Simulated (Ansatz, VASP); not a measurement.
One calculation of RbBr, two programs

```
Rb Br
1.0
     4.07009    0.01018    0.01018
     0.01018    4.07009    0.01018
     0.01018    0.01018    4.07009
Rb Br
1 1
Direct
  0.00000 0.00000 0.00000
  0.50000 0.50000 0.50000
```

Change from the starting cell: equal xy, yz and zx engineering shears of +0.5 %.

Alike in both runs: functional PBEsol; k mesh 6 × 6 × 6; no spin polarisation.

Ansatz relaxed the structure, and its values are those at the end. VASP's run is a single point on that final structure, the one shown.

|  | VASP | Ansatz |
| --- | --- | --- |
| version | VASP 6.6.1 | Ansatz 0.2.0 |
| potentials or method | VASP PAW PBE potentials, release 64 (Rb_sv, Br), cutoff 520 eV | all-electron LAPW, scalar-relativistic |
| occupations | gaussian, width 0.01 eV | fixed |

```tsv
	VASP	Ansatz	Ansatz less VASP
gap on the k mesh at the Fermi level (eV)	4.04	4.04	+0.002
pressure (GPa)	0.1	0.0	-0.05
```

VASP's potentials were made for PBE, not for PBEsol. Ansatz ran all-electron here, and VASP with PAW potentials.
